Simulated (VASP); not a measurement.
# Sn in VASP: further runs, part 2 of 2

VASP 6.6.1.

### 5 Single point, r2SCAN (strain +0.030 along x and y, +0.030 along z)

POSCAR

```
Sn
1.0
   -1.9514913738      1.9514913738      1.9514913738
    1.9514913738     -1.9514913738      1.9514913738
    1.9514913738      1.9514913738     -1.9514913738
Sn
1
Direct
    0.0000000000      0.0000000000      0.0000000000
```

INCAR.step1

```
PREC     = Accurate       # precision mode
ENCUT    = 520            # plane-wave cutoff, eV
ISMEAR   = 0              # smearing method
SIGMA    = 0.15           # smearing width, eV
LREAL    = False          # projectors in reciprocal space
LASPH    = True           # aspherical terms in the spheres
NELM     = 100            # most SCF steps
NBANDS   = 13             # bands
GGA      = PE             # functional
ALGO     = Normal         # electronic algorithm
EDIFF    = 1E-4           # SCF threshold, eV
LWAVE    = True           # write WAVECAR
LCHARG   = False          # write CHGCAR
```

INCAR.step2

```
PREC     = Accurate       # precision mode
ENCUT    = 520            # plane-wave cutoff, eV
EDIFF    = 1E-6           # SCF threshold, eV
ISMEAR   = 0              # smearing method
SIGMA    = 0.15           # smearing width, eV
LREAL    = False          # projectors in reciprocal space
LASPH    = True           # aspherical terms in the spheres
NELM     = 100            # most SCF steps
ALGO     = Normal         # electronic algorithm
ISIF     = 2              # what is computed and relaxed
LWAVE    = False          # write WAVECAR
LCHARG   = False          # write CHGCAR
METAGGA  = R2SCAN         # meta-GGA
LMIXTAU  = True         
NBANDS   = 13             # bands
ISTART   = 1
```

KPOINTS

```
regular mesh
0
Gamma
  18 18 18
```

Potentials or basis: VASP PAW PBE potentials, release 64 (Sn_d).

Command:

```console
cat potpaw_PBE.64/Sn_d/POTCAR > POTCAR
cp INCAR.step1 INCAR
mpirun -np 1 vasp_std > vasp.out
cp INCAR.step2 INCAR
mpirun -np 1 vasp_std > vasp.out
```

OUTCAR:

```text
PREC = Accurate
   ENCUT = 520
   EDIFF = 1E-6
   ISMEAR = 0
   LREAL = False
   LASPH = True
   NELM = 100
   ISIF = 2
   METAGGA = R2SCAN
   ISTART = 1

 ion  position               nearest neighbor table
   1  0.000  0.000  0.000-

  LATTYP: Found a body centered cubic cell.
 ALAT       =     3.9029827476

  Lattice vectors:

 A1 = (  -1.9514913738,   1.9514913738,   1.9514913738)
 A2 = (   1.9514913738,  -1.9514913738,   1.9514913738)
 A3 = (   1.9514913738,   1.9514913738,  -1.9514913738)

Analysis of symmetry for initial positions (statically):
=====================================================================
 Subroutine PRICEL returns:
 Original cell was already a primitive cell.

 Routine SETGRP: Setting up the symmetry group for a
 body centered cubic supercell.

 Subroutine GETGRP returns: Found 48 space group operations
 (whereof 48 operations were pure point group operations)
 out of a pool of 48 trial point group operations.

The static configuration has the point symmetry O_h .

Analysis of symmetry for dynamics (positions and initial velocities):
[... 166 lines left out ...]
  band No.  band energies     occupation
      1     -15.2333      2.00000
      2     -15.2333      2.00000
      3     -15.2333      2.00000
      4     -15.1168      2.00000
      5     -15.1168      2.00000
      6      -4.0100      2.00000
      7      14.5690      0.00000
      8      14.5690      0.00000
      9      14.5690      0.00000
     10      19.5564      0.00000
     11      19.5567      0.00000
     12      19.5665      0.00000
     13      19.7255      0.00000
[... 354 lines left out ...]
  band No.  band energies     occupation
      1     -15.2593      2.00000
      2     -15.2064      2.00000
      3     -15.1278      2.00000
      4     -15.1256      2.00000
      5     -15.0619      2.00000
      6       0.1327      2.00000
      7       3.5486      2.00000
      8       9.1855      0.00000
      9      11.7014      0.00000
     10      15.7245      0.00000
     11      17.5211      0.00000
     12      20.8316      0.00000
     13      22.8440      0.00000

 [... further k-points ...]

------------------------ aborting loop because EDIFF is reached ----------------------------------------

  FORCE on cell =-STRESS in cart. coord.  units (eV):
  Direction    XX          YY          ZZ          XY          YZ          ZX
  --------------------------------------------------------------------------------------
  -------------------------------------------------------------------------------------
  Total       -0.7410176     -0.7410176     -0.7410176     -0.0000000     -0.0000000     -0.0000000
  in kB      -39.9373465    -39.9373465    -39.9373465     -0.0000000     -0.0000000     -0.0000000
  external PRESSURE =     -39.9373465 kB  Pullay stress =       0.0000000 kB

 VOLUME and BASIS-vectors are now :
 -----------------------------------------------------------------------------
  energy-cutoff  :      520.00
  volume of cell :       29.73
      direct lattice vectors                 reciprocal lattice vectors
    -1.951491374  1.951491374  1.951491374     0.000000000  0.256214302  0.256214302
     1.951491374 -1.951491374  1.951491374     0.256214302  0.000000000  0.256214302
     1.951491374  1.951491374 -1.951491374     0.256214302  0.256214302  0.000000000

 POSITION                                       TOTAL-FORCE (eV/Angst)
 -----------------------------------------------------------------------------------
      0.00000      0.00000      0.00000         0.000000      0.000000     -0.000000
 -----------------------------------------------------------------------------------
    total drift:                                0.000000      0.000000      0.000000

  FREE ENERGIE OF THE ION-ELECTRON SYSTEM (eV)
  ---------------------------------------------------
  free  energy   TOTEN  =       -24.4673018583 eV

  energy  without entropy=      -24.4608860310  energy(sigma->0) =      -24.46409394
```

OUTCAR.step1:

```text
PREC = Accurate
   ENCUT = 520
   ISMEAR = 0
   LREAL = False
   LASPH = True
   NELM = 100
[... 599 lines left out ...]

 POSITION                                       TOTAL-FORCE (eV/Angst)
 -----------------------------------------------------------------------------------
      0.00000      0.00000      0.00000        -0.000000      0.000000     -0.000000
 -----------------------------------------------------------------------------------
    total drift:                                0.000000      0.000000      0.000000

  FREE ENERGIE OF THE ION-ELECTRON SYSTEM (eV)
  ---------------------------------------------------
  free  energy   TOTEN  =        -3.7586597130 eV

  energy  without entropy=       -3.7521841521  energy(sigma->0) =       -3.75542193
```

It took 6 min on 1 thread of AMD EPYC 7R43 (Zen 3), shared host; peak memory 0.18 GiB.

Results:

| Property | Result |
| --- | --- |
| Free energy | -24.4673 eV |
| Pressure | -4.0 GPa |
| Band gap on the k mesh | zero (bands 7 and 8 overlap by 9.89 eV) |

Caveat: the cell differs from its parent crystal (strain +0.030 along x and y, +0.030 along z); the cell stands under tension; the PAW data sets were made with another functional, which shifts forces and pressure a little; spin-orbit coupling is left out, which moves the levels of the heavy elements.

### 6 Single point, r2SCAN (strain -0.030 along x and y, -0.015 along z)

POSCAR

```
Sn
1.0
   -1.8378122646      1.8378122646      1.8662320419
    1.8378122646     -1.8378122646      1.8662320419
    1.8378122646      1.8378122646     -1.8662320419
Sn
1
Direct
    0.0000000000      0.0000000000      0.0000000000
```

INCAR.step1

```
SYSTEM = Sn
ALGO = Normal
EDIFF = 1E-4
ENCUT = 520
GGA = PE
ISMEAR = 0
LASPH = .TRUE.
LCHARG = .FALSE.
LREAL = .FALSE.
LWAVE = .TRUE.
NBANDS = 13
NELM = 100
PREC = Accurate
SIGMA = 0.15
```

INCAR.step2

```
SYSTEM = Sn
ALGO = Normal
EDIFF = 1E-7
ENCUT = 520
ISIF = 2
ISMEAR = 0
ISTART = 1
LASPH = .TRUE.
LCHARG = .FALSE.
LMIXTAU = .TRUE.
LREAL = .FALSE.
LWAVE = .FALSE.
METAGGA = R2SCAN
NBANDS = 13
NELM = 100
PREC = Accurate
SIGMA = 0.15
```

KPOINTS

```
k-points
0
G
  18 18 18
  0 0 0
```

Potentials or basis: VASP PAW PBE potentials, release 64 (Sn_d).

Command:

```console
cat potpaw_PBE.64/Sn_d/POTCAR > POTCAR
cp INCAR.step1 INCAR
mpirun -np 1 vasp_std > vasp.out
cp INCAR.step2 INCAR
mpirun -np 1 vasp_std > vasp.out
```

Wall time 11 min (1 thread of AMD EPYC 7R43 (Zen 3), shared host); peak memory 0.22 GiB.

The run converged. Its results:

- Free energy: -24.4807 eV
- Pressure: 4.1 GPa
- Band gap on the k mesh: zero (bands 7 and 8 overlap by 12.00 eV)

Stress tensor (GPa, compression positive):
```
3.96 0.00 0.00
0.00 3.96 0.00
0.00 0.00 4.51
```

Levels at points of the mesh, in eV from the Fermi level:
```tsv
k point	band 4	band 5	band 6	band 7	band 8	band 9	band 10	band 11
(0.00, 0.00, 0.00)	-22.15	-22.14	-12.26	9.12	9.23	9.23	12.87	13.11
(0.50, 0.00, 0.00)	-22.15	-22.03	-6.78	-5.14	4.09	6.22	8.97	9.09
(0.50, 0.50, 0.00)	-22.15	-22.03	-6.66	-5.09	3.87	5.93	8.68	8.85
(0.50, 0.50, 0.50)	-22.06	-22.06	-1.85	-0.91	-0.58	-0.58	4.07	4.19
```

Caveat: the cell differs from its parent crystal (strain -0.030 along x and y, -0.015 along z); the cell stands under pressure; the PAW data sets were made with another functional, which shifts forces and pressure a little; spin-orbit coupling is left out, which moves the levels of the heavy elements.

### 7 The runs side by side

| cell | gap on the mesh (eV) | pressure (GPa) |
| --- | --- | --- |
| a = 3.183 Å, angles 109.5°, 1 atom | none | 5.3 |
| a = 3.232 Å, angles 109.5°, 1 atom | none | 2.2 |
| a = 3.331 Å, angles 109.5°, 1 atom | none | -2.4 |
| a = 3.380 Å, angles 109.5°, 1 atom | none | -4.0 |
| a = 3.200 Å, angles 109.9, 109.9, 108.6°, 1 atom | none | 4.1 |

Alike in all rows: task single point; level r2SCAN; potentials or basis VASP PAW PBE potentials, release 64 (Sn_d); no spin polarisation; k mesh 18 × 18 × 18; cutoff (eV) 520; smearing gaussian 0.15 eV.

Caveats: the PAW data sets were made with another functional, which shifts forces and pressure a little; spin-orbit coupling is left out, which moves the levels of the heavy elements; the cell stands under pressure (at least some runs); the cell stands under tension (at least some runs).

Total energies depend on the potentials used, so only differences within one code and one set of settings carry meaning.
